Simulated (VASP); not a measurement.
MnZn3, 4 atoms in the cell. The structure is cubic, space group Pm-3m (No. 221). Conventional cell: a = 3.985 Å, b = 3.985 Å, c = 3.985 Å, α = 90.00°, β = 90.00°, γ = 90.00°. Within 3.7 Å of Mn (site symmetry m-3m) lie 12 Zn at 2.82 Å. Within 3.7 Å of Zn (site symmetry 4/mmm) lie 4 Mn at 2.82 Å and 8 Zn at 2.82 Å.  This cell differs from its parent crystal: volume scaled by 1.1.

| Item | Value |
| --- | --- |
| Program | VASP 6.6.1 |
| Task | single point |
| Functional | PBEsol |
| Potentials or basis | VASP PAW PBE potentials, release 64 (Mn_pv, Zn) |
| Cutoff | 520 eV |
| k mesh | 7 × 7 × 7 |
| Occupations | fermi-dirac, width 0.03 eV |
| Spin | no spin polarisation |
| Dipole correction | no |
| Further INCAR settings | ALGO = Normal; EDIFF = 1e-07; NBANDS = 32 |

Potentials or basis: VASP PAW PBE potentials, release 64 (Mn_pv, Zn).

Launch:

```console
$ cat potpaw_PBE.64/Mn_pv/POTCAR potpaw_PBE.64/Zn/POTCAR > POTCAR
$ mpirun -np 1 vasp_std > vasp.out
```

Hardware: 1 thread of Intel(R) Xeon(R) Platinum 8259CL CPU @ 2.50GHz (Skylake/Cascade Lake), on a shared host.

Q: How long does it take, and how much memory?

A: Wall time 38 s on 1 thread of Intel(R) Xeon(R) Platinum 8259CL CPU @ 2.50GHz (Skylake/Cascade Lake), with other jobs on the host, peak memory 0.18 GiB. Counts: scf iterations 16, k points 20.
